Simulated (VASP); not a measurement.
Input of a VASP 6.6.1 run:

File POSCAR:

```
Rh
1.0
    2.7411756231      0.0000000000      0.0000000000
   -1.3705878115      2.3739277258      0.0000000000
    0.0000000000      0.0000000000      4.1746725322
Rh
2
Direct
    0.6666666650      0.3333333350      0.7500000000
    0.3333333350      0.6666666650      0.2500000000
```

Contents of INCAR.step1:

```
PREC     = Accurate       # precision mode
ENCUT    = 520            # plane-wave cutoff, eV
ISMEAR   = 0              # smearing method
SIGMA    = 0.1            # smearing width, eV
LREAL    = False          # projectors in reciprocal space
LASPH    = True           # aspherical terms in the spheres
NELM     = 100            # most SCF steps
NBANDS   = 22             # bands
GGA      = PE             # functional
ALGO     = Normal         # electronic algorithm
EDIFF    = 1E-4           # SCF threshold, eV
LWAVE    = True           # write WAVECAR
LCHARG   = False          # write CHGCAR
```

Contents of INCAR.step2:

```
PREC     = Accurate       # precision mode
ENCUT    = 520            # plane-wave cutoff, eV
EDIFF    = 1E-6           # SCF threshold, eV
ISMEAR   = 0              # smearing method
SIGMA    = 0.1            # smearing width, eV
LREAL    = False          # projectors in reciprocal space
LASPH    = True           # aspherical terms in the spheres
NELM     = 100            # most SCF steps
ALGO     = Normal         # electronic algorithm
ISIF     = 2              # what is computed and relaxed
LWAVE    = False          # write WAVECAR
LCHARG   = False          # write CHGCAR
METAGGA  = R2SCAN         # meta-GGA
LMIXTAU  = True         
NBANDS   = 22             # bands
ISTART   = 1
```

KPOINTS

```
regular mesh
0
Gamma
  24 24 12
```

Potentials or basis: VASP PAW PBE potentials, release 64 (Rh_pv).

The run is started by

```console
$ cat potpaw_PBE.64/Rh_pv/POTCAR > POTCAR
$ cp INCAR.step1 INCAR
$ mpirun -np 1 vasp_std > vasp.out
$ cp INCAR.step2 INCAR
$ mpirun -np 1 vasp_std > vasp.out
```

(1) What does it give for the band gap on the k mesh?

(2) Estimate the pressure.

Results:

(1) zero (bands 15 and 16 overlap by 2.31 eV).

(2) 6.5 GPa.

Caveat: the cell differs from its parent crystal (uniaxial strain along c: -4.0 %, then relaxed in part); the cell stands under pressure; the PAW data sets were made with another functional, which shifts forces and pressure a little.
